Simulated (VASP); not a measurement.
## HRh8: single point with PBE+D3(BJ)

The system is HRh8, a slab with vacuum.

```
Rh H
1.0
     5.36502    0.00000    0.00000
     0.00000    3.79364    0.00000
     0.00000    0.00000   21.24008
Rh H
8 1
Direct
  0.25000 0.50000 0.18832
  0.75000 0.50000 0.18832
  0.00000 0.00000 0.25147
  0.50000 0.00000 0.25147
  0.25000 0.50000 0.31535
  0.75000 0.50000 0.31535
  0.00000 0.00000 0.37383
  0.50000 0.00000 0.37383
  0.25000 0.50000 0.52919
```

```json
{
  "Program": "VASP 6.6.1",
  "Task": "single point",
  "Functional": "PBE",
  "Dispersion": "D3(BJ)",
  "Potentials or basis": "VASP PAW PBE potentials, release 64 (Rh_pv, H)",
  "Cutoff": "520 eV",
  "k mesh": "5 × 7 × 1",
  "Occupations": "gaussian, width 0.1 eV",
  "Spin": "no spin polarisation"
}
```

```
Largest force              : 0.628 eV/Å
Dispersion energy per atom : -0.344 eV
```

Forces in eV/Å, atoms in the order of the input:
```
Rh   0.000  0.000  0.628
Rh   0.000  0.000  0.627
Rh  -0.010  0.000 -0.539
Rh   0.010  0.000 -0.539
Rh   0.000  0.000 -0.095
Rh   0.000  0.000 -0.061
Rh   0.080  0.000  0.212
Rh  -0.080  0.000  0.212
H    0.000  0.000 -0.446
```

Levels at points of the mesh, in eV from the Fermi level:
| k point | band 56 | band 57 | band 58 | band 59 | band 60 | band 61 | band 62 | band 63 | band 64 | band 65 |
| --- | --- | --- | --- | --- | --- | --- | --- | --- | --- | --- |
| (0.00, 0.00, 0.00) | -0.35 | -0.08 | -0.07 | 0.01 | 0.06 | 0.17 | 0.29 | 0.33 | 0.40 | 0.65 |

Wall time 22 min on 1 thread of Oxide Virtual Turin-like Processor (shared host), peak memory 0.53 GiB.
